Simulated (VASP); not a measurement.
# Ni (P6/mmm) in VASP: notebook, part 2 of 2

VASP 6.6.1. The steps go on from the part before.

## Step 3: Single point, LDA

This run uses another cell than the first one, of 10.19 Å³/atom.

File INCAR:

```
PREC = Accurate
ENCUT = 520
EDIFF = 1E-7
ISMEAR = -1
SIGMA = 0.1
LREAL = F
LASPH = T
NELM = 60
ALGO = Normal
ISIF = 2
LWAVE = F
LCHARG = T
GGA = CA
LELF = T
LVHAR = T
NBANDS = 22
```

File KPOINTS:

```
regular mesh
0
Gamma
  12 12 18
```

File POSCAR:

```
Ni
1.0
    3.8876013078      0.0000000000      0.0000000000
   -1.9438006539      3.3667614924      0.0000000000
    0.0000000000      0.0000000000      2.3362586391
Ni
3
Direct
    1.0000000000      0.0000000000      0.0000000000
    0.3333333333      0.6666666667      0.5000000000
    0.6666666667      0.3333333333      0.5000000000
```

Potentials or basis: VASP PAW LDA potentials, release 64 (Ni).

On the command line:

```console
cat potpaw_LDA.64/Ni/POTCAR > POTCAR
mpirun -np 1 vasp_std > vasp.out
```

OUTCAR:

```text
PREC = Accurate
   ENCUT = 520
   EDIFF = 1E-7
   ISMEAR = -1
   LREAL = F
   LASPH = T
   NELM = 60
   ISIF = 2
   GGA = CA

 ion  position               nearest neighbor table
   1  0.000  0.000  0.000-   2 2.53   3 2.53   2 2.53   3 2.53   3 2.53   3 2.53   2 2.53   2 2.53
                             3 2.53   3 2.53   2 2.53   2 2.53
   2  0.333  0.667  0.500-   3 2.24   3 2.24   3 2.24   1 2.53   1 2.53   1 2.53   1 2.53   1 2.53
                             1 2.53
   3  0.667  0.333  0.500-   2 2.24   2 2.24   2 2.24   1 2.53   1 2.53   1 2.53   1 2.53   1 2.53
                             1 2.53

  LATTYP: Found a hexagonal cell.
 ALAT       =     3.8876013078
 C/A-ratio  =     0.6009511918

  Lattice vectors:

 A1 = (   3.8876013078,   0.0000000000,   0.0000000000)
 A2 = (  -1.9438006539,   3.3667614924,   0.0000000000)
 A3 = (   0.0000000000,   0.0000000000,   2.3362586391)

Analysis of symmetry for initial positions (statically):
=====================================================================
 Subroutine PRICEL returns:
 Original cell was already a primitive cell.

 Routine SETGRP: Setting up the symmetry group for a
 hexagonal supercell.

 Subroutine GETGRP returns: Found 24 space group operations
 (whereof 24 operations were pure point group operations)
 out of a pool of 24 trial point group operations.

The static configuration has the point symmetry D_6h.

Analysis of symmetry for dynamics (positions and initial velocities):
=====================================================================
 Subroutine PRICEL returns:
 Original cell was already a primitive cell.

 Routine SETGRP: Setting up the symmetry group for a
 hexagonal supercell.

 Subroutine GETGRP returns: Found 24 space group operations
 (whereof 24 operations were pure point group operations)
 out of a pool of 24 trial point group operations.

[... 112 lines left out ...]
   PSTRESS=    0.0 pullay stress
   NELECT =      30.0000    total number of electrons
   NUPDOWN=      -1.0000    fix difference up-down
   EMIN   =  10.00;   EMAX   =-10.00  energy-range for DOS
   EFERMI =   0.00;   METHOD = LEGACY
   ISMEAR =    -1;   SIGMA  =   0.10  broadening in eV -4-tet -1-fermi 0-gaus
   EFERMI_NEDOS =   21; number of points for ismear=-14 and -15
   IALGO  =     38    algorithm
   IMIX   =      4    mixing-type and parameters
     AMIX     =   0.40;   BMIX     =  1.00
     AMIX_MAG =   1.60;   BMIX_MAG =  1.00
  volume/ion in A,a.u.               =      10.19        68.78
  Fermi-wavevector in a.u.,A,eV,Ry     =   1.626710  3.074037 36.003558  2.646187
  Thomas-Fermi vector in A             =   2.719625
   LORBIT       =      0    0 simple, 1 ext, 2 COOP (PROOUT), +10 PAW based schemes
   GGA     = CA    functional components
   LHFCALC =     F    Hartree Fock is set to
   AEXX    =    0.0000 exact exchange contribution
   IVDW    =     0    specifies the selected vdW correction
   LEPSILON=     F    determine dielectric tensor
   LRPA    =     F    only Hartree local field effects (RPA)
 non-spin polarized calculation
  energy-cutoff  :      520.00
  volume of cell :       30.58
 maximum number of plane-waves:       855
 NGX is ok and might be reduce to    30
   NGX = 15   NGY = 15   NGZ =  9

 number of electron      30.0000023 magnetization

 Free energy of the ion-electron system (eV)
  ---------------------------------------------------
  ext. energy  EPLUGINS =         0.00000000
  ---------------------------------------------------
  free energy    TOTEN  =       -19.40355757 eV

  energy without entropy =      -19.16102112  energy(sigma->0) =      -19.28228934

 E-fermi :   9.8884     XC(G=0): -13.9928

 val. band max:        9.8867876737   @ k =   0.2500  -0.0000   0.0556
 cond. band min:       9.8886913276   @ k =   0.3333   0.0833   0.2222
 fundamental gap:      0.0019036539
 Fermi energy:         9.8884050009

 k-point     1 :       0.0000    0.0000    0.0000
  band No.  band energies     occupation
      1       0.5801      2.00000
      2       5.6183      2.00000
      3       6.8847      2.00000
      4       6.8847      2.00000
      5       6.8976      2.00000
      6       6.8976      2.00000
[... 589 lines left out ...]
     21      23.4501      0.00000
     22      26.5629      0.00000

 [... further k-points ...]
[... 5 lines left out ...]
  --------------------------------------------------------------------------------------
  -------------------------------------------------------------------------------------
  Total       -0.0043213     -0.0043213     -0.0372505      0.0000000      0.0000000     -0.0000000
  in kB       -0.2264161     -0.2264161     -1.9517677      0.0000000      0.0000000     -0.0000000
  external PRESSURE =      -0.8015333 kB  Pullay stress =       0.0000000 kB

 VOLUME and BASIS-vectors are now :
 -----------------------------------------------------------------------------
  energy-cutoff  :      520.00
  volume of cell :       30.58
      direct lattice vectors                 reciprocal lattice vectors
     3.887601308  0.000000000  0.000000000     0.257228023  0.148510669  0.000000000
    -1.943800654  3.366761492  0.000000000     0.000000000  0.297021337  0.000000000
     0.000000000  0.000000000  2.336258639     0.000000000  0.000000000  0.428034800

 POSITION                                       TOTAL-FORCE (eV/Angst)
 -----------------------------------------------------------------------------------
      0.00000      0.00000      0.00000         0.000000      0.000000      0.000000
     -0.00000      2.24451      1.16813         0.000000     -0.000000     -0.000000
      1.94380      1.12225      1.16813        -0.000000      0.000000      0.000000
 -----------------------------------------------------------------------------------
    total drift:                               -0.000000      0.000000      0.000000

  FREE ENERGIE OF THE ION-ELECTRON SYSTEM (eV)
  ---------------------------------------------------
  free  energy   TOTEN  =       -19.4035575718 eV

  energy  without entropy=      -19.1610211168  energy(sigma->0) =      -19.28228934
```

OSZICAR:

```text
N       E                     dE             d eps       ncg     rms          rms(c)
DAV:   1     0.167375995542E+03    0.16738E+03   -0.13735E+04  8800   0.199E+03
DAV:   2    -0.148492231587E+02   -0.18223E+03   -0.17256E+03  8378   0.323E+02
DAV:   3    -0.225376996571E+02   -0.76885E+01   -0.73686E+01  9038   0.926E+01
DAV:   4    -0.226429106965E+02   -0.10521E+00   -0.10515E+00 10724   0.987E+00
DAV:   5    -0.226457015683E+02   -0.27909E-02   -0.27908E-02  9782   0.141E+00    0.184E+01
DAV:   6    -0.204625736455E+02    0.21831E+01   -0.22345E+01  9206   0.841E+01    0.112E+01
DAV:   7    -0.220788243888E+02   -0.16163E+01   -0.20104E+01  9778   0.956E+01    0.214E+01
DAV:   8    -0.194502521275E+02    0.26286E+01   -0.75486E+00  9844   0.539E+01    0.290E+00
DAV:   9    -0.194128556022E+02    0.37397E-01   -0.28976E-01  9232   0.662E+00    0.117E+00
DAV:  10    -0.194037293848E+02    0.91262E-02   -0.16900E-02 11238   0.193E+00    0.219E-01
DAV:  11    -0.194035517146E+02    0.17767E-03   -0.16193E-03 10522   0.713E-01    0.938E-02
DAV:  12    -0.194035640546E+02   -0.12340E-04   -0.25869E-04 11164   0.306E-01    0.470E-02
DAV:  13    -0.194035580946E+02    0.59599E-05   -0.42973E-05 10518   0.132E-01    0.999E-03
DAV:  14    -0.194035575750E+02    0.51968E-06   -0.36099E-06  9940   0.213E-02    0.338E-03
DAV:  15    -0.194035575718E+02    0.31664E-08   -0.28547E-07  8190   0.787E-03
   1 F= -.19403558E+02 E0= -.19282289E+02  d E =-.242536E+00
```

stdout:

```text
POSCAR found type information on POSCAR Ni
 POSCAR found :  1 types and       3 ions
 scaLAPACK will be used
 LDA part: xc-table for (Slater(with rela. corr.)+CA(PZ))
 , standard interpolation
 POSCAR, INCAR and KPOINTS ok, starting setup
 FFT: planning ... GRIDC
 FFT: planning ... GRID_SOFT
 FFT: planning ... GRID
 WAVECAR not read
 entering main loop
```

Run time: 3.6 min. Hardware: 1 thread of Intel Xeon 8259CL, shared host; peak memory 0.21 GiB.

What came out:

- Free energy: -19.4036 eV
- Pressure: -0.1 GPa
- Band gap on the k mesh: zero (bands 15 and 16 overlap by 0.66 eV)

Stress tensor (GPa, compression positive):
```
-0.02  0.00  0.00
 0.00 -0.02  0.00
 0.00  0.00 -0.20
```

Levels at points of the mesh, in eV from the Fermi level:
| k point | band 13 | band 14 | band 15 | band 16 | band 17 | band 18 |
| --- | --- | --- | --- | --- | --- | --- |
| (0.00, 0.00, 0.00) | -1.09 | -1.09 | 0.10 | 0.10 | 6.65 | 6.65 |
| (0.50, 0.00, 0.00) | -0.24 | -0.22 | -0.21 | -0.14 | 0.12 | 0.12 |
| (0.00, 0.00, 0.50) | -0.15 | -0.15 | 0.47 | 1.51 | 2.31 | 10.34 |
| (0.50, 0.00, 0.50) | -0.26 | 0.03 | 0.27 | 2.04 | 2.31 | 5.73 |

Caveat: the run has no spin polarisation, though such a crystal can be magnetic. Spin polarisation is off, so any magnetic state and its effect on volume and gap are missing.

## Step 4: Relaxation of cell and atoms, LDA

This run uses another cell than the first one, of 10.94 Å³/atom.

File INCAR:

```
ALGO     = Normal         # electronic algorithm
EDIFF    = 1E-6           # SCF threshold, eV
EDIFFG   = -0.01          # ionic threshold
ENCUT    = 600            # plane-wave cutoff, eV
GGA      = CA             # functional
IBRION   = 2              # ionic algorithm
ISIF     = 3              # what is computed and relaxed
ISMEAR   = -1             # smearing method
LASPH    = T              # aspherical terms in the spheres
LCHARG   = F              # write CHGCAR
LREAL    = F              # projectors in reciprocal space
LWAVE    = F              # write WAVECAR
NELM     = 100            # most SCF steps
NSW      = 80             # ionic steps
PREC     = Accurate       # precision mode
SIGMA    = 0.1            # smearing width, eV
```

File KPOINTS:

```
k-points
0
Gamma
  9 9 13
```

File POSCAR:

```
Ni
1.0
    3.9540713024      0.0000000000      0.0000000000
   -1.9770356512      3.4243261962      0.0000000000
    0.0000000000      0.0000000000      2.4238457083
Ni
3
Direct
    0.0000000000      0.0000000000      0.0000000000
    0.3333333333      0.6666666667      0.5000000000
    0.6666666667      0.3333333333      0.5000000000
```

On the command line:

```console
cat potpaw_LDA.64/Ni/POTCAR > POTCAR
mpirun -np 1 vasp_std > vasp.out
```

It took 6.9 min on 1 thread of Intel Xeon 8259CL, shared host; peak memory 0.18 GiB.

It converged, with:

| Quantity | Value |
| --- | --- |
| Free energy | -19.4025 eV |
| Relaxed volume | 10.18 Å³/atom |
| Relaxed cell | a = 3.886 Å, b = 3.886 Å, c = 2.335 Å, α = 90.00°, β = 90.00°, γ = 120.00° |
| Space group after relaxing (to 0.1 Å) | P6/mmm (No. 191) |
| Energy gained by relaxing | 39.1 meV/atom |
| Ionic steps | 9 |
| Pressure after relaxing | 0.0 GPa |
| Band gap on the k mesh | zero (bands 15 and 16 overlap by 0.61 eV) |

Stress tensor (GPa, compression positive):
```
 0.05  0.00  0.00
 0.00  0.05  0.00
 0.00  0.00 -0.03
```

Step by step:
| step | energy change (eV) | largest force (eV/Å) | pressure (GPa) | volume (Å³) |
| --- | --- | --- | --- | --- |
| 1 | 0.0000 | 0.0000 | -14.43 | 32.82 |
| 2 | 0.0218 | 0.0000 | 21.80 | 28.36 |
| 3 | -0.1143 | 0.0000 | 0.17 | 30.55 |
| 4 | -0.1144 | 0.0000 | 0.45 | 30.51 |
| 5 | -0.1174 | 0.0000 | 0.18 | 30.53 |
| 6 | -0.1174 | 0.0000 | 0.20 | 30.53 |
| 7 | -0.1174 | 0.0000 | 0.24 | 30.53 |
| 8 | -0.1174 | 0.0000 | -0.17 | 30.59 |
| 9 | -0.1174 | 0.0000 | 0.03 | 30.55 |

Final structure:
```
CELL_PARAMETERS angstrom
3.88641 0.00000 0.00000
-1.94320 3.36573 0.00000
0.00000 0.00000 2.33540
ATOMIC_POSITIONS crystal
Ni 0.00000 0.00000 0.00000
Ni 0.33333 0.66667 0.50000
Ni 0.66667 0.33333 0.50000
```

Levels at points of the mesh, in eV from the Fermi level:
```csv
k point,band 12,band 13,band 14,band 15,band 16,band 17,band 18,band 19
"(0.00, 0.00, 0.00)",-1.14,-1.09,-1.09,0.10,0.10,6.66,6.66,6.68
```

Caveat: the run has no spin polarisation, though such a crystal can be magnetic. Spin polarisation is off, so any magnetic state and its effect on volume and gap are missing.

## Step 5: The runs side by side

| task | cell | k mesh | cutoff (eV) | gap on the mesh (eV) | pressure (GPa) |
| --- | --- | --- | --- | --- | --- |
| single point | a = 4.037, b = 4.037, c = 2.426 Å, angles 90.0, 90.0, 120.0°, 3 atoms | 11 × 11 × 15 | 520 | none | -20.9 |
| single point | a = 3.888, b = 3.888, c = 2.336 Å, angles 90.0, 90.0, 120.0°, 3 atoms | 12 × 12 × 18 | 520 | none | -0.1 |
| relaxation of cell and atoms | relaxed from a = 3.954, b = 3.954, c = 2.424 Å, angles 90.0, 90.0, 120.0°, 3 atoms | 9 × 9 × 13 | 600 | none | 0.0 |

Alike in all rows: level LDA; potentials or basis VASP PAW LDA potentials, release 64 (Ni); no spin polarisation; smearing fermi-dirac 0.1 eV.

Caveats: the run has no spin polarisation, though such a crystal can be magnetic; the cell stands under tension (at least some runs).

Total energies depend on the potentials used, so only differences within one code and one set of settings carry meaning.
